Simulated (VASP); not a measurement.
Runs of VASP 6.6.1 on B3P. The structure is that of space group P-6m2 (No. 187), or close to it. The cells are those of the table. 

```csv
task,cell,k mesh,gap on the mesh (eV),pressure (GPa),relaxed volume (Å³/atom),largest force (eV/Å)
single point,"a = 4.069, b = 4.069, c = 2.963 Å, angles 90.0, 90.0, 120.0°, 4 atoms",12 × 12 × 16,none,-0.2,-,0.03
relaxation of cell and atoms,"relaxed from a = 4.088, b = 4.088, c = 2.942 Å, angles 90.0, 90.0, 120.0°, 4 atoms",12 × 12 × 16,none,-0.1,10.61,0.01
single point,"a = 4.088, b = 4.088, c = 2.942 Å, angles 90.0, 90.0, 120.0°, 4 atoms",6 × 6 × 6,none,(a),-,0.04
relaxation of cell and atoms,"relaxed from a = 3.928, b = 3.928, c = 3.322 Å, angles 90.0, 90.0, 120.0°, 4 atoms",6 × 6 × 6,none,0.1,(b),0.02
single point,"a = 3.928, b = 3.928, c = 3.322 Å, angles 90.0, 90.0, 120.0°, 4 atoms",6 × 6 × 6,none,59.5,-,28.09
```

Alike in all rows: level PBE; potentials or basis VASP PAW PBE potentials, release 64 (B, P); no spin polarisation; cutoff (eV) 500; smearing gaussian 0.1 eV.

Estimate the missing entries.

(a) -0.3; (b) 9.97.

Caveats: forces of over 1 eV/Å act on the atoms, so gaps and moduli don't describe the material at rest (some runs).

A gap of «none» marks levels without a gap at the run's occupations.
